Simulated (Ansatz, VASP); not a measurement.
One calculation of Cu, two programs

```
Cu
1.0
     0.00000    1.83628    1.83628
     1.83628    0.00000    1.83628
     1.83628    1.83628    0.00000
Cu
1
Direct
  0.00000 0.00000 0.00000
```

Alike in both runs: functional RPBE; k mesh 16 × 16 × 16; occupations gaussian, width 0.1 eV; no spin polarisation.

Ansatz relaxed the structure, and its values are those at the end. VASP's run is a single point on that final structure, the one shown.

```csv
,VASP,Ansatz
version,VASP 6.6.1,Ansatz 0.2.0
potentials or method,"VASP PAW PBE potentials, release 64 (Cu), cutoff 520 eV","scalar-relativistic, plane waves, PAW"
valence electrons in the cell,11,19
```

```csv
,VASP,Ansatz,Ansatz less VASP
gap on the k mesh at the Fermi level (eV),none,none,-
pressure (GPa),0.6,0.0,-0.66
```

VASP's potentials were made for PBE, not for RPBE. A gap of «none» marks a metal or a gap that the smearing closes. With one functional, cell and mesh, what is left measures potentials, basis and numerics. VASP's potentials hold 11 valence electrons a cell and Ansatz's 19, so a difference there can come from the potentials and not from the codes.
